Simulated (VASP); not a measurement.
A run of VASP 6.6.1 is set up as follows.

The input POSCAR:

```
TiAl
1.0
    3.1790640000      0.0000000000      0.0000000000
    0.0000000000      3.1790640000      0.0000000000
    0.0000000000      0.0000000000      3.1790640000
Ti Al
1 1
Direct
    0.0000000000     -0.0943673987     -0.0943673987
    0.5000000000      0.5000000000      0.5000000000
```

File INCAR.step1:

```
SYSTEM = TiAl
PREC     = Accurate       ! precision mode
ENCUT    = 520            ! plane-wave cutoff, eV
ISMEAR   = 0              ! smearing method
SIGMA    = 0.15           ! smearing width, eV
LREAL    = .False.        ! projectors in reciprocal space
LASPH    = .True.         ! aspherical terms in the spheres
NELM     = 100            ! most SCF steps
NBANDS   = 14             ! bands
GGA      = PE             ! functional
ALGO     = Normal         ! electronic algorithm
EDIFF    = 1E-4           ! SCF threshold, eV
LWAVE    = .True.         ! write WAVECAR
LCHARG   = .False.        ! write CHGCAR
```

File INCAR.step2:

```
SYSTEM = TiAl
PREC     = Accurate       ! precision mode
ENCUT    = 520            ! plane-wave cutoff, eV
EDIFF    = 1E-6           ! SCF threshold, eV
ISMEAR   = 0              ! smearing method
SIGMA    = 0.15           ! smearing width, eV
LREAL    = .False.        ! projectors in reciprocal space
LASPH    = .True.         ! aspherical terms in the spheres
NELM     = 100            ! most SCF steps
ALGO     = Normal         ! electronic algorithm
ISIF     = 2              ! what is computed and relaxed
LWAVE    = .False.        ! write WAVECAR
LCHARG   = .False.        ! write CHGCAR
METAGGA  = R2SCAN         ! meta-GGA
LMIXTAU  = .True.       
NBANDS   = 14             ! bands
ISTART   = 1
```

The input KPOINTS:

```
Automatic mesh
0
Gamma
  16 16 16
  0 0 0
```

Potentials or basis: VASP PAW PBE potentials, release 64 (Ti_sv, Al).

The run is started by

```console
$ cat potpaw_PBE.64/Ti_sv/POTCAR potpaw_PBE.64/Al/POTCAR > POTCAR
$ cp INCAR.step1 INCAR
$ mpirun -np 1 vasp_std > vasp.out
$ cp INCAR.step2 INCAR
$ mpirun -np 1 vasp_std > vasp.out
```

Task: Estimate the pressure.

Result: 6.8 GPa.

Task: Predict the largest force.

Result: 3.346 eV/Å.

Stress tensor (GPa, compression positive):
```
10.28  0.00  0.00
 0.00  5.04  7.25
 0.00  7.25  5.04
```

Caveat: the cell differs from its parent crystal (atom 1 (Ti) moved by (-0.300, -0.300) A along y and z); the PAW data sets were made with another functional, which shifts forces and pressure a little.
